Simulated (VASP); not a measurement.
A run of VASP 6.6.1 is set up as follows.

POSCAR

```
Si
1.0
    2.5413788172     -0.0662308459     -0.1790804459
   -1.3280470037      1.9277148779      0.0098380456
   -0.1698708621     -0.0872992029      2.9955258309
Si
1
Direct
    0.0000000000      0.0000000000      0.0000000000
```

The input INCAR.step1:

```
PREC = Accurate
ENCUT = 550
ISMEAR = 0
SIGMA = 0.15
LREAL = F
LASPH = T
NELM = 120
GGA = PE
ALGO = Normal
EDIFF = 1E-5
LWAVE = T
LCHARG = F
GGA_COMPAT = F
IBRION = 2
ISIF = 3
EDIFFG = -0.005
NELMIN = 4
NSW = 100
```

INCAR.step2

```
PREC = Accurate
ENCUT = 550
EDIFF = 1E-7
ISMEAR = 0
SIGMA = 0.15
LREAL = F
LASPH = T
NELM = 120
ALGO = Normal
ISIF = 3
LWAVE = F
LCHARG = F
METAGGA = R2SCAN
LMIXTAU = T
IBRION = 2
NSW = 100
EDIFFG = -0.01
ISTART = 1
GGA_COMPAT = F
NELMIN = 4
```

Contents of KPOINTS:

```
Automatic mesh
0
Gamma
  12 12 14
```

Potentials or basis: VASP PAW PBE potentials, release 64 (Si).

Run with:

```sh
$ cat potpaw_PBE.64/Si/POTCAR > POTCAR
$ cp INCAR.step1 INCAR
$ mpirun -np 1 vasp_std > vasp.out
$ cp INCAR.step2 INCAR
$ mpirun -np 1 vasp_std > vasp.out
```

What does it give for the space group after relaxing (to 0.1 Å)?

Cmmm (No. 65).

Estimate the relaxed volume.

15.02 Å³/atom.

What does it give for the band gap on the k mesh?

Zero (bands 2 and 3 overlap by 12.42 eV).

Stress tensor (GPa, compression positive):
```
-0.03 -0.10  0.00
-0.10  0.00  0.03
 0.00  0.03 -0.06
```

Caveat: a cell axis changed by over 15 % at a fixed basis, so the end point is rough; the PAW data sets were made with another functional, which shifts forces and pressure a little.
